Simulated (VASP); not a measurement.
Runs of VASP 6.6.1 on Sb. The structure is that of space group P6/mmm (No. 191), or close to it. The cells are those of the table. 

| task | cell | k mesh | cutoff (eV) | gap on the mesh (eV) | pressure (GPa) | relaxed volume (Å³/atom) |
| --- | --- | --- | --- | --- | --- | --- |
| single point | a = 5.432, b = 5.432, c = 3.232 Å, angles 90.0, 90.0, 120.0°, 3 atoms | 12 × 12 × 14 | 520 | none | -0.1 | - |
| single point | a = 5.518, b = 5.518, c = 3.157 Å, angles 90.0, 90.0, 120.0°, 3 atoms | 6 × 6 × 6 | 520 | none | -0.1 | - |
| relaxation of cell and atoms | relaxed from a = 5.518, b = 5.518, c = 3.157 Å, angles 90.0, 90.0, 120.0°, 3 atoms | 12 × 12 × 14 | 600 | none | 0.0 | (a) |
| single point | a = 5.812, b = 5.812, c = 3.563 Å, angles 90.0, 90.0, 120.0°, 3 atoms | 6 × 6 × 6 | 520 | none | -8.1 | - |
| relaxation of cell and atoms | relaxed from a = 5.812, b = 5.812, c = 3.563 Å, angles 90.0, 90.0, 120.0°, 3 atoms | 3 × 3 × 6 | 600 | none | -0.2 | 27.35 |
| single point | a = 5.454, b = 5.454, c = 3.184 Å, angles 90.0, 90.0, 120.0°, 3 atoms | 3 × 3 × 6 | 520 | none | -0.1 | - |

Alike in all rows: level PBE; potentials or basis VASP PAW PBE potentials, release 64 (Sb); no spin polarisation; smearing gaussian 0.1 eV.

Fill in the values left out.

(a) 27.46.

Caveats: some runs use coarse meshes; spin-orbit coupling is left out, which moves the levels of the heavy elements; the volume moved by over 15 % at a fixed basis, so the end points are rough (some runs).

A k mesh can miss the band edges, and the runs leave out spin-orbit coupling on Sb.

A gap of «none» marks levels without a gap at the run's occupations.
